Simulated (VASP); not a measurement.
Set up this calculation in VASP 6.6.1, as the native input.

* Task: single point
* Functional: PBE
* Potentials or basis: VASP PAW PBE potentials, release 64 (Na_pv, H)
* Cutoff: 520 eV
* k mesh: 10 × 10 × 10
* Occupations: gaussian, width 0.02 eV
* Spin: no spin polarisation
* Dipole correction: no
* Further INCAR settings: ALGO = Normal; EDIFF = 1e-06; NBANDS = 11

The structure of NaH lies in POSCAR:

```
NaH
1.0
    0.0000000000      2.2651800631      2.2651800631
    2.2651800631      0.0000000000      2.2651800631
    2.2651800631      2.2651800631      0.0000000000
Na H
1 1
Direct
    0.0000000000      0.0000000000      0.0000000000
    0.5000000000      0.5000000000      0.5000000000
```

This cell differs from its parent crystal: Li replaced by Na, lengths x 1.143, strained.

These files were run (other wordings do the same):

INCAR

```
SYSTEM = NaH
PREC = Accurate ; ENCUT = 520
EDIFF = 1E-6 ; ISMEAR = 0
SIGMA = 0.02 ; LREAL = .FALSE.
LASPH = .TRUE. ; NELM = 60
ALGO = Normal ; ISIF = 2
LWAVE = .FALSE. ; LCHARG = .FALSE.
GGA = PE ; NBANDS = 11
```

KPOINTS

```
regular mesh
0
G
  10 10 10
  0 0 0
```

Potentials or basis: VASP PAW PBE potentials, release 64 (Na_pv, H).

Launch:

```sh
$ cat potpaw_PBE.64/Na_pv/POTCAR potpaw_PBE.64/H/POTCAR > POTCAR
$ mpirun -np 1 vasp_std > vasp.out
```

It gave:

The pressure is 6.4 GPa. The band gap on the k mesh is 4.12 eV, indirect (least direct gap 5.04 eV).

Caveat: the cell differs from its parent crystal (Li replaced by Na, lengths x 1.143, strained).

Wall time 6.7 s on 1 thread of Intel(R) Xeon(R) Platinum 8259CL CPU @ 2.50GHz (Skylake/Cascade Lake), with other jobs on the host, peak memory 0.13 GiB.
